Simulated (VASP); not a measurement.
Input of a VASP 6.6.1 run:

Contents of INCAR:

```
PREC = Accurate
ENCUT = 520
EDIFF = 1E-7
ISMEAR = 0
SIGMA = 0.05
LREAL = False
LASPH = True
NELM = 150
ALGO = Normal
ISIF = 2
LWAVE = False
LCHARG = False
ISPIN = 2
MAGMOM = 0.05 0
LORBIT = 11
LMAXMIX = 4
GGA = PS
NBANDS = 19
```

Contents of KPOINTS:

```
regular mesh
0
Gamma
  10 10 10
```

File POSCAR:

```
PtSe
1.0
    0.0000000000      2.6058892385      2.6058892385
    2.6058892385      0.0000000000      2.6058892385
    2.6058892385      2.6058892385      0.0000000000
Pt Se
1 1
Direct
    0.5000000000      0.5000000000      0.5000000000
    0.0000000000      0.0000000000      0.0000000000
```

Potentials or basis: VASP PAW PBE potentials, release 64 (Pt, Se).

The run is started by

```console
$ cat potpaw_PBE.64/Pt/POTCAR potpaw_PBE.64/Se/POTCAR > POTCAR
$ mpirun -np 1 vasp_std > vasp.out
```

Q: Estimate the pressure.

A: 0.0 GPa.

Q: What does it give for the net moment?

A: 0.00 μB per cell.

Q: Estimate the band gap on the k mesh.

A: Zero (filled and empty bands overlap).

Caveat: the PAW data sets were made with another functional, which shifts forces and pressure a little; spin-orbit coupling is left out, which moves the levels of the heavy elements.
